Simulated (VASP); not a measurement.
A run of VASP 6.6.1:

File INCAR:

```
SYSTEM = TiPd3
PREC = Accurate
ENCUT = 520
EDIFF = 1E-8
ISMEAR = -1
SIGMA = 0.05
LREAL = .False.
LASPH = .True.
NELM = 80
ALGO = Normal
ISIF = 2
LWAVE = .False.
LCHARG = .False.
GGA = CA
LEFG = .True.
NBANDS = 29
```

KPOINTS

```
regular mesh
0
Gamma
  11 11 11
  0 0 0
```

File POSCAR:

```
TiPd3
1.0
    3.7943616436      0.0000000000      0.0000000000
    0.0000000000      3.7943616436      0.0000000000
    0.0000000000      0.0000000000      3.7943616436
Ti Pd
1 3
Direct
    0.0000000000      0.0000000000      0.0000000000
    0.0000000000      0.5000000000      0.5000000000
    0.5000000000      0.0000000000      0.5000000000
    0.5000000000      0.5000000000      0.0000000000
```

Potentials or basis: VASP PAW LDA potentials, release 64 (Ti_sv, Pd).

Run with:

```console
$ cat potpaw_LDA.64/Ti_sv/POTCAR potpaw_LDA.64/Pd/POTCAR > POTCAR
$ mpirun -np 1 vasp_std > vasp.out
```

Hardware: 1 thread of AMD EPYC 9R45 (Zen 5), on a shared host.

Problem. How long does it take, and how much memory?

Solution. It took 48 s on 1 thread of AMD EPYC 9R45 (Zen 5), on a shared host, peak memory 0.16 GiB. Counts: scf iterations 17, k points 56.
